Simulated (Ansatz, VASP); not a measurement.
One calculation of Zn, two programs

Contents of INCAR:

```
PREC = Accurate ; ENCUT = 520
EDIFF = 1E-7 ; ISMEAR = 0
SIGMA = 0.1 ; LREAL = F
LASPH = T ; NELM = 80
ALGO = Fast ; ISIF = 2
LWAVE = F ; LCHARG = F
GGA = PE ; NBANDS = 19
```

File KPOINTS:

```
Automatic mesh
0
Gamma
  14 8 14
```

Contents of POSCAR:

```
Zn
1.0
    3.3212958923      0.0000000000      0.0008471198
    0.0000000000      5.2596651491      0.0000000000
   -1.6532839040      0.0000000000      2.9284177126
Zn
2
Direct
    0.6200399462      0.2500000000      0.7790291115
    0.3799600538      0.7500000000      0.2209708885
```

Input for Ansatz:

```yaml
crystal:
  lattice:
    - [3.3212958923, 0.0, 0.0008471198]
    - [0.0, 5.2596651491, 0.0]
    - [-1.653283904, 0.0, 2.9284177126]
  atoms:
    - { symbol: Zn, position: [0.6200399462, 0.25, 0.7790291115] }
    - { symbol: Zn, position: [0.3799600538, 0.75, 0.2209708885] }
basis:
  ecutwfc: 420
kpoints:
  mp_grid: { grid: [14, 8, 14] }
hamiltonian:
  xc: pbe
scf:
  occupations: { method: gaussian, width: 0.1 }
output:
  forces: true
  stress: true
  eigenvalues: true
```

Alike in both runs: task single point; functional PBE; k mesh 14 × 8 × 14; occupations gaussian, width 0.1 eV; no spin polarisation.

|  | VASP | Ansatz |
| --- | --- | --- |
| version | VASP 6.6.1 | Ansatz 0.2.0 |
| potentials or method | VASP PAW PBE potentials, release 64 (Zn), cutoff 520 eV | scalar-relativistic, plane waves, PAW |
| valence electrons in the cell | 24 | 24 |

Ansatz gave:

| Item | Value |
| --- | --- |
| gap on the k mesh at the Fermi level (eV) | none |
| pressure (GPa) | -6.9 |
| traceless stress, the component that is largest in VASP (GPa) | -0.34 |
| rms of the force components (eV/Å) | 0.018 |

Q: Which values does VASP return?

A: gap on the k mesh at the Fermi level (eV): none; pressure (GPa): -6.9; traceless stress, the component that is largest in VASP (GPa): -0.33; rms of the force components (eV/Å): 0.017.

Atom by atom the forces differ by 0.001 eV/Å (rms over components). A gap of «none» marks a metal or a gap that the smearing closes. With one functional, cell and mesh, what is left measures potentials, basis and numerics.
